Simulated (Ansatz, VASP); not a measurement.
## One calculation of CdS, two programs

Contents of INCAR:

```
  ALGO = Normal
  EDIFF = 1E-6
  ENCUT = 520
  GGA = PE
  ISIF = 2
  ISMEAR = -1
  LASPH = T
  LCHARG = F
  LREAL = F
  LWAVE = F
  NBANDS = 26
  NELM = 80
  PREC = Accurate
  SIGMA = 0.01
```

File KPOINTS:

```
k-points
0
Gamma
  7 7 4
```

Contents of POSCAR:

```
CdS
1.0
    4.1347992034      0.0206739960      0.0206739960
   -2.0494953960      3.5705041517      0.0075672077
    0.0337450000      0.0337450000      6.7490000000
Cd S
2 2
Direct
    0.3333333333      0.6666666667      0.0000000000
    0.6666666667      0.3333333333      0.5000000000
    0.3333333333      0.6666666667      0.3850000000
    0.6666666667      0.3333333333      0.8850000000
```

Input for Ansatz:

```yaml
crystal:
  lattice:
    - [4.1347992034, 0.020673996, 0.020673996]
    - [-2.049495396, 3.5705041517, 0.0075672077]
    - [0.033745, 0.033745, 6.749]
  atoms:
    - { symbol: Cd, position: [0.3333333333, 0.6666666667, 0.0] }
    - { symbol: Cd, position: [0.6666666667, 0.3333333333, 0.5] }
    - { symbol: S, position: [0.3333333333, 0.6666666667, 0.385] }
    - { symbol: S, position: [0.6666666667, 0.3333333333, 0.885] }
kpoints:
  mp_grid: { grid: [7, 7, 4] }
  band_path:
    path:
      - [0.0, 0.0, 0.0]
      - [0.0, -0.5, 0.0]
      - [0.0, 0.0, 0.5]
      - [0.0, 0.0, 0.0]
      - [-0.5, 0.0, 0.0]
      - [-0.5, 0.5, -0.5]
      - [0.0, 0.0, 0.0]
      - [-0.5, 0.0, -0.5]
      - [-0.5, 0.5, 0.0]
    npoints: 5
scf:
  occupations: { method: fermi_dirac, width: 0.01 }
hamiltonian:
  xc: pbe
  pseudopotentials: { kind: all_electron, lapw: { basis_error: 0.001 } }
output:
  forces: true
  stress: true
  eigenvalues: true
```

Change from the starting cell: equal xy, yz and zx shear strains of +1 %.

Alike in both runs: task single point; functional PBE; k mesh 7 × 7 × 4; occupations fermi-dirac, width 0.01 eV; no spin polarisation.

```csv
,VASP,Ansatz
version,VASP 6.6.1,Ansatz 0.2.0
potentials or method,"VASP PAW PBE potentials, release 64 (Cd, S), cutoff 520 eV","all-electron LAPW, scalar-relativistic"
```

```tsv
	VASP	Ansatz	Ansatz less VASP
gap on the k mesh at the Fermi level (eV)	1.21	1.21	-0.003
pressure (GPa)	2.9	2.6	-0.31
traceless stress, the component that is largest in VASP (GPa)	-1.55	-1.51	+0.049
rms of the force components (eV/Å)	0.165	0.160	-0.0047
```

Atom by atom the forces differ by 0.005 eV/Å (rms over components). Ansatz ran all-electron here, and VASP with PAW potentials.
